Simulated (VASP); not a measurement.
## Al: single point with revPBE

Al:

```
Al
1.0
     2.96779    0.00000    0.00000
    -1.48389    2.57018    0.00000
     0.00000    0.00000    4.77431
Al
2
Direct
  0.33333 0.66667 0.25000
  0.66667 0.33333 0.75000
```

This cell differs from its parent crystal: volume scaled by 1.08.

```
Program             : VASP 6.6.1
Task                : single point
Functional          : revPBE
Potentials or basis : VASP PAW PBE potentials, release 64 (Al)
Cutoff              : 520 eV
k mesh              : 14 × 14 × 8
Occupations         : fermi-dirac, width 0.1 eV
Spin                : no spin polarisation
```

| Property | Result |
| --- | --- |
| Pressure | -4.8 GPa |
| Band gap on the k mesh | zero (band 3 reaches 11.27 eV, above the bottom of band 4 at 3.97 eV) |

Stress tensor (GPa, compression positive):
```
-5.22  0.00  0.00
 0.00 -5.22  0.00
 0.00  0.00 -3.97
```

Levels at points of the mesh, in eV from the Fermi level:
```tsv
k point	band 1	band 2	band 3	band 4	band 5	band 6	band 7
(0.00, 0.00, 0.00)	-10.47	-4.14	-4.05	9.58	9.58	10.25	10.25
(0.50, 0.00, 0.00)	-5.13	-4.80	0.63	1.12	1.62	1.62	5.01
(0.00, 0.00, 0.50)	-8.85	-8.85	3.52	3.52	10.92	10.92	10.92
(0.50, 0.00, 0.50)	-3.67	-3.67	-3.10	-3.10	6.43	6.43	7.33
```

Wall time 12 s on 1 thread of Intel(R) Xeon(R) 6975P-C (Granite Rapids), on a shared host, peak memory 0.16 GiB.

Caveat: the PAW data sets were made with another functional, which shifts forces and pressure a little.
